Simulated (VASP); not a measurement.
Write the native input for VASP 6.6.1 that does the following.

```
Task                   : single point
Functional             : r2SCAN
Potentials or basis    : VASP PAW PBE potentials, release 64 (Pt)
Cutoff                 : 520 eV
k mesh                 : 16 × 16 × 16
Occupations            : fermi-dirac, width 0.05 eV
Spin                   : collinear spin, ferromagnetic start
Starting moments       : [1.0] μB
Dipole correction      : no
Further INCAR settings : ALGO = Normal; EDIFF = 1e-06; NBANDS = 15
```

Crystal: Pt.

```
Pt
1.0
    -1.54884    1.54884    1.54884
     1.54884   -1.54884    1.54884
     1.54884    1.54884   -1.54884
Pt
1
Direct
  0.00000 0.00000 0.00000
```

This cell differs from its parent crystal: volume scaled by 0.96.

These files were run (other wordings do the same):

POSCAR

```
Pt
1.0
   -1.5488422200      1.5488422200      1.5488422200
    1.5488422200     -1.5488422200      1.5488422200
    1.5488422200      1.5488422200     -1.5488422200
Pt
1
Direct
    0.0000000000      0.0000000000      0.0000000000
```

INCAR.step1

```
SYSTEM = Pt
PREC = Accurate
ENCUT = 520
ISMEAR = -1
SIGMA = 0.05
LREAL = .False.
LASPH = .True.
NELM = 150
ISPIN = 2
MAGMOM = 1
LMAXMIX = 4
NBANDS = 15
GGA = PE
ALGO = Normal
EDIFF = 1E-4
LWAVE = .True.
LCHARG = .False.
```

INCAR.step2

```
SYSTEM = Pt
PREC = Accurate
ENCUT = 520
EDIFF = 1E-6
ISMEAR = -1
SIGMA = 0.05
LREAL = .False.
LASPH = .True.
NELM = 150
ALGO = Normal
ISIF = 2
LWAVE = .False.
LCHARG = .True.
ISPIN = 2
MAGMOM = 1
LORBIT = 11
LMAXMIX = 4
METAGGA = R2SCAN
LMIXTAU = .True.
LELF = .True.
LVHAR = .True.
NBANDS = 15
ISTART = 1
```

KPOINTS

```
Automatic mesh
0
Gamma
  16 16 16
  0 0 0
```

Potentials or basis: VASP PAW PBE potentials, release 64 (Pt).

Run with:

```sh
$ cat potpaw_PBE.64/Pt/POTCAR > POTCAR
$ cp INCAR.step1 INCAR
$ mpirun -np 1 vasp_std > vasp.out
$ cp INCAR.step2 INCAR
$ mpirun -np 1 vasp_std > vasp.out
```

It gave:

```json
{"Pressure": "12.7 GPa", "Band gap on the k mesh": "zero (filled and empty bands overlap)", "Net moment": "0.00 μB per cell", "Valence electrons inside the program's atomic spheres": "Pt 9.36"}
```

Caveat: the PAW data sets were made with another functional, which shifts forces and pressure a little; spin-orbit coupling is left out, which moves the levels of the heavy elements.

Wall time 86 s on 1 thread of Intel(R) Xeon(R) 6975P-C (Granite Rapids), on a shared host, peak memory 0.17 GiB.
